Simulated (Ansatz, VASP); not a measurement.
**Two plane-wave programs on WSe2**

File INCAR:

```
SYSTEM = WSe2
PREC = Accurate
ENCUT = 520
EDIFF = 1E-7
ISMEAR = 0
SIGMA = 0.05
LREAL = .False.
LASPH = .True.
NELM = 100
ALGO = Normal
ISIF = 2
LWAVE = .False.
LCHARG = .False.
GGA = CA
NBANDS = 20
```

KPOINTS

```
Automatic mesh
0
Gamma
  12 12 2
  0 0 0
```

The input POSCAR:

```
WSe2
1.0
    3.3179375931      0.0000000000      0.0000000000
   -1.6589687966      2.8734182438      0.0000000000
    0.0000000000      0.0000000000     16.6581424200
W Se
1 2
Direct
    0.0000000000      0.0000000000      0.0000000000
    0.3963631734      0.7128077120      0.0997865200
    0.2703034932      0.6205256213      0.9002134800
```

Input for Ansatz:

```yaml
crystal:
  lattice:
    - [3.3179375931, 0.0, 0.0]
    - [-1.6589687966, 2.8734182438, 0.0]
    - [0.0, 0.0, 16.65814242]
  atoms:
    - { symbol: W, position: [0.0, 0.0, 0.0] }
    - { symbol: Se, position: [0.3963631734, 0.712807712, 0.09978652] }
    - { symbol: Se, position: [0.2703034932, 0.6205256213, 0.90021348] }
basis:
  ecutwfc: 420
kpoints:
  mp_grid: { grid: [12, 12, 2] }
hamiltonian:
  xc: lda
scf:
  occupations: { method: gaussian, width: 0.05 }
output:
  forces: true
  stress: true
  eigenvalues: true
```

Change from the starting cell: mode 4 (168.4 1/cm) frozen in, largest displacement +0.188 Å.

Alike in both runs: task single point; functional LDA; k mesh 12 × 12 × 2; occupations gaussian, width 0.05 eV; no spin polarisation.

|  | VASP | Ansatz |
| --- | --- | --- |
| version | VASP 6.6.1 | Ansatz 0.2.0 |
| potentials or method | VASP PAW LDA potentials, release 64 (W_sv, Se), cutoff 520 eV | scalar-relativistic, plane waves, PAW |
| valence electrons in the cell | 26 | 46 |

|  | VASP | Ansatz | Ansatz less VASP |
| --- | --- | --- | --- |
| gap on the k mesh at the Fermi level (eV) | 1.46 | 1.45 | -0.004 |
| least direct gap on the mesh (eV) | 1.46 | 1.45 | -0.004 |
| rms of the force components (eV/Å) | 0.757 | 0.749 | -0.0076 |

LDA's correlation is that of Perdew and Zunger in VASP and of Perdew and Wang (1992) in Ansatz. Atom by atom the forces differ by 0.046 eV/Å (rms over components). VASP's potentials hold 26 valence electrons a cell and Ansatz's 46, so a difference there can come from the potentials and not from the codes.

Spin-orbit coupling is off throughout.
